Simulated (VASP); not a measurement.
# La (P6_3/mmc) in VASP: further runs, part 2 of 2

VASP 6.6.1. The steps go on from the part before.

## Step 3: Single point, revPBE (41.83 Å³/atom)

This run uses another cell than the first one, of 41.83 Å³/atom.

INCAR reads:

```
SYSTEM = La
PREC = Accurate ; ENCUT = 520
EDIFF = 1E-6 ; ISMEAR = -1
SIGMA = 0.1 ; LREAL = .FALSE.
LASPH = .TRUE. ; NELM = 60
ALGO = Normal ; ISIF = 2
LWAVE = .FALSE. ; LCHARG = .TRUE.
GGA = RE ; LELF = .TRUE.
LVHAR = .TRUE. ; NBANDS = 30
```

KPOINTS reads:

```
Automatic mesh
0
G
  13 13 4
  0 0 0
```

POSCAR reads:

```
La
1.0
    3.9179342624      0.0000000000      0.0000000000
   -1.9589671312      3.3930306016      0.0000000000
    0.0000000000      0.0000000000     12.5856484186
La
4
Direct
    1.0000000000      0.0000000000      1.0000000000
    1.0000000000      0.0000000000      0.5000000000
    0.3333333333      0.6666666667      0.7500000000
    0.6666666667      0.3333333333      0.2500000000
```

Potentials or basis: VASP PAW PBE potentials, release 64 (La).

Launch:

```console
$ cat potpaw_PBE.64/La/POTCAR > POTCAR
$ mpirun -np 1 vasp_std > vasp.out
```

OUTCAR:

```text
SYSTEM = La
   PREC = Accurate
   ENCUT = 520
   EDIFF = 1E-6
   ISMEAR = -1
   LREAL = .FALSE.
   LASPH = .TRUE.
   NELM = 60
   ISIF = 2
   GGA = RE

 ion  position               nearest neighbor table
   1  0.000  0.000  0.000-
   2  0.000  0.000  0.500-
   3  0.333  0.667  0.750-
   4  0.667  0.333  0.250-

  LATTYP: Found a hexagonal cell.
 ALAT       =     3.9179342624
 C/A-ratio  =     3.2123174039

  Lattice vectors:

[... 198 lines left out ...]
      6      -9.9368      2.00000
[... 781 lines left out ...]
     29       8.2464      0.00000
     30       8.2784      0.00000

 [... further k-points ...]
[... 5 lines left out ...]
  --------------------------------------------------------------------------------------
  -------------------------------------------------------------------------------------
  Total       -1.7296418     -1.7296418     -1.7056712      0.0000000      0.0000000      0.0000000
  in kB      -16.5632759    -16.5632759    -16.3337308      0.0000000      0.0000000      0.0000000
  external PRESSURE =     -16.4867608 kB  Pullay stress =       0.0000000 kB

 VOLUME and BASIS-vectors are now :
 -----------------------------------------------------------------------------
  energy-cutoff  :      520.00
  volume of cell :      167.31
      direct lattice vectors                 reciprocal lattice vectors
     3.917934262  0.000000000  0.000000000     0.255236544  0.147360887  0.000000000
    -1.958967131  3.393030602  0.000000000     0.000000000  0.294721775  0.000000000
     0.000000000  0.000000000 12.585648419     0.000000000  0.000000000  0.079455580

 POSITION                                       TOTAL-FORCE (eV/Angst)
 -----------------------------------------------------------------------------------
      0.00000      0.00000      0.00000        -0.000000      0.000000      0.000000
      0.00000      0.00000      6.29282        -0.000000      0.000000      0.000000
     -0.00000      2.26202      9.43924         0.000000     -0.000000     -0.000000
      1.95897      1.13101      3.14641        -0.000000      0.000000      0.000000
 -----------------------------------------------------------------------------------
    total drift:                                0.000000     -0.000000     -0.000000

  FREE ENERGIE OF THE ION-ELECTRON SYSTEM (eV)
  ---------------------------------------------------
  free  energy   TOTEN  =       -18.4829880887 eV

  energy  without entropy=      -18.2402138978  energy(sigma->0) =      -18.36160099
```

OSZICAR:

```text
N       E                     dE             d eps       ncg     rms          rms(c)
DAV:   1     0.574560512172E+03    0.57456E+03   -0.14745E+04  3788   0.193E+03
DAV:   2     0.118983642804E+03   -0.45558E+03   -0.44562E+03  5540   0.381E+02
DAV:   3    -0.206593120675E+01   -0.12105E+03   -0.11876E+03  6266   0.229E+02
DAV:   4    -0.160585667122E+02   -0.13993E+02   -0.13598E+02  7064   0.823E+01
DAV:   5    -0.180460285694E+02   -0.19875E+01   -0.19252E+01  7448   0.330E+01    0.451E+00
DAV:   6    -0.183612074185E+02   -0.31518E+00   -0.27438E+00  7520   0.125E+01    0.232E+00
DAV:   7    -0.184609681989E+02   -0.99761E-01   -0.56037E-01  7432   0.662E+00    0.753E-01
DAV:   8    -0.184802397557E+02   -0.19272E-01   -0.69355E-02  7536   0.214E+00    0.458E-01
DAV:   9    -0.184832080575E+02   -0.29683E-02   -0.86554E-03  7192   0.912E-01    0.252E-01
DAV:  10    -0.184832936156E+02   -0.85558E-04   -0.55862E-03  7016   0.731E-01    0.130E-01
DAV:  11    -0.184829898195E+02    0.30380E-03   -0.10848E-03  6984   0.356E-01    0.314E-02
DAV:  12    -0.184829867263E+02    0.30932E-05   -0.11824E-04  7520   0.928E-02    0.175E-02
DAV:  13    -0.184829869326E+02   -0.20630E-06   -0.34899E-05  6432   0.477E-02    0.840E-03
DAV:  14    -0.184829880125E+02   -0.10800E-05   -0.65105E-06  5320   0.254E-02    0.143E-03
DAV:  15    -0.184829880887E+02   -0.76143E-07   -0.63975E-07  3400   0.140E-02
   1 F= -.18482988E+02 E0= -.18361601E+02  d E =-.242774E+00
```

stdout:

```text
POSCAR found type information on POSCAR La
 POSCAR found :  1 types and       4 ions
 scaLAPACK will be used
 -----------------------------------------------------------------------------
|                                                                             |
|                                                                             |
|     You enforced a specific xc type in the INCAR file but a different       |
|     I HOPE YOU KNOW WHAT YOU ARE DOING!                                     |
|                                                                             |
 -----------------------------------------------------------------------------

 LDA part: xc-table for (Slater+PW92), standard interpolation
 POSCAR, INCAR and KPOINTS ok, starting setup
 FFT: planning ... GRIDC
 FFT: planning ... GRID_SOFT
 FFT: planning ... GRID
 WAVECAR not read
 entering main loop
```

Run time: 7.4 min. Hardware: 1 thread of Intel Xeon Platinum 8259CL at 2.50GHz (Skylake/Cascade Lake), shared host; peak memory 0.44 GiB.

Results:

```
Free energy            : -18.4830 eV
Pressure               : -1.6 GPa
Band gap on the k mesh : zero (bands 22 and 23 overlap by 1.00 eV)
```

Caveat: the PAW data sets were made with another functional, which shifts forces and pressure a little; spin-orbit coupling is left out, which moves the levels of the heavy elements.

## Step 4: Single point, revPBE (43.38 Å³/atom)

This run uses another cell than the first one, of 43.38 Å³/atom.

INCAR reads:

```
SYSTEM = La
ALGO     = Normal         ! electronic algorithm
EDIFF    = 1E-6           ! SCF threshold, eV
ENCUT    = 520            ! plane-wave cutoff, eV
GGA      = RE             ! functional
ISIF     = 2              ! what is computed and relaxed
ISMEAR   = -1             ! smearing method
LASPH    = .TRUE.         ! aspherical terms in the spheres
LCHARG   = .FALSE.        ! write CHGCAR
LREAL    = .FALSE.        ! projectors in reciprocal space
LWAVE    = .FALSE.        ! write WAVECAR
NBANDS   = 30             ! bands
NELM     = 80             ! most SCF steps
PREC     = Accurate       ! precision mode
SIGMA    = 0.1            ! smearing width, eV
```

KPOINTS reads:

```
k-points
0
G
  13 13 4
  0 0 0
```

POSCAR reads:

```
La
1.0
    3.9657186579      0.0000000000      0.0000000000
   -1.9828593289      3.4344131020      0.0000000000
    0.0000000000      0.0000000000     12.7391470639
La
4
Direct
    1.0000000000      0.0000000000      1.0000000000
    1.0000000000      0.0000000000      0.5000000000
    0.3333333333      0.6666666667      0.7500000000
    0.6666666667      0.3333333333      0.2500000000
```

Launch:

```console
$ cat potpaw_PBE.64/La/POTCAR > POTCAR
$ mpirun -np 1 vasp_std > vasp.out
```

It took 7.4 min on 1 thread of Intel Xeon Platinum 8259CL at 2.50GHz (Skylake/Cascade Lake), shared host; peak memory 0.45 GiB.

The run converged. Its results:

* Free energy: -18.4069 eV
* Pressure: -2.3 GPa
* Band gap on the k mesh: zero (bands 22 and 23 overlap by 0.98 eV)

Levels at points of the mesh, in eV from the Fermi level:
| k point | band 18 | band 19 | band 20 | band 21 | band 22 | band 23 | band 24 | band 25 | band 26 | band 27 |
| --- | --- | --- | --- | --- | --- | --- | --- | --- | --- | --- |
| (0.00, 0.00, 0.00) | -1.99 | -1.99 | -1.55 | 0.43 | 0.53 | 1.15 | 1.16 | 1.19 | 1.22 | 1.22 |
| (0.00, 0.00, 0.50) | -2.82 | -1.56 | -1.56 | 0.79 | 0.79 | 0.91 | 0.91 | 1.23 | 1.24 | 1.25 |

Caveat: the PAW data sets were made with another functional, which shifts forces and pressure a little; spin-orbit coupling is left out, which moves the levels of the heavy elements.

## Step 5: Overview

```tsv
cell	gap on the mesh (eV)	pressure (GPa)
a = 3.767, b = 3.767, c = 12.101 Å, angles 90.0, 90.0, 120.0°, 4 atoms	none	1.1
a = 3.918, b = 3.918, c = 12.586 Å, angles 90.0, 90.0, 120.0°, 4 atoms	none	-1.6
a = 3.966, b = 3.966, c = 12.739 Å, angles 90.0, 90.0, 120.0°, 4 atoms	none	-2.3
```

Alike in all rows: task single point; level revPBE; potentials or basis VASP PAW PBE potentials, release 64 (La); no spin polarisation; k mesh 13 × 13 × 4; cutoff (eV) 520; smearing fermi-dirac 0.1 eV.

Caveats: the PAW data sets were made with another functional, which shifts forces and pressure a little; spin-orbit coupling is left out, which moves the levels of the heavy elements.

Total energies depend on the potentials used, so only differences within one code and one set of settings carry meaning.
